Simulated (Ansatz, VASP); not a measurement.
## TaN: VASP beside Ansatz

```xyz
6
Lattice="-2.9240 0.0000 0.0000 -1.4620 -2.5322 0.0000 0.0000 0.0000 8.3122" Properties=species:S:1:pos:R:3 pbc="T T T"
Ta   -1.4620   -0.8441    0.7175
Ta   -1.4620   -0.8441    3.5883
Ta   -1.4620   -0.8441    6.4590
N     0.0000    0.0000    7.8944
N     0.0000    0.0000    2.1529
N     0.0000    0.0000    5.0236
```

Alike in both runs: task single point; functional PBEsol; k mesh 23 × 23 × 7; occupations gaussian, width 0.15 eV; no spin polarisation.

```csv
,VASP,Ansatz
version,VASP 6.6.1,Ansatz 0.2.0
potentials or method,"VASP PAW PBE potentials, release 64 (Ta_pv, N), cutoff 520 eV","scalar-relativistic, plane waves, PAW"
valence electrons in the cell,48,54
```

|  | VASP | Ansatz | Ansatz less VASP |
| --- | --- | --- | --- |
| gap on the k mesh at the Fermi level (eV) | none | none | - |
| pressure (GPa) | 21.7 | 20.5 | -1.17 |
| traceless stress, the component that is largest in VASP (GPa) | 19.96 | 19.77 | -0.195 |
| rms of the force components (eV/Å) | 2.355 | 2.340 | -0.0155 |

VASP's potentials were made for PBE, not for PBEsol. Atom by atom the forces differ by 0.016 eV/Å (rms over components). A gap of «none» marks a metal or a gap that the smearing closes. VASP's potentials hold 48 valence electrons a cell and Ansatz's 54, so a difference there can come from the potentials and not from the codes.

Neither program's run includes spin-orbit coupling.
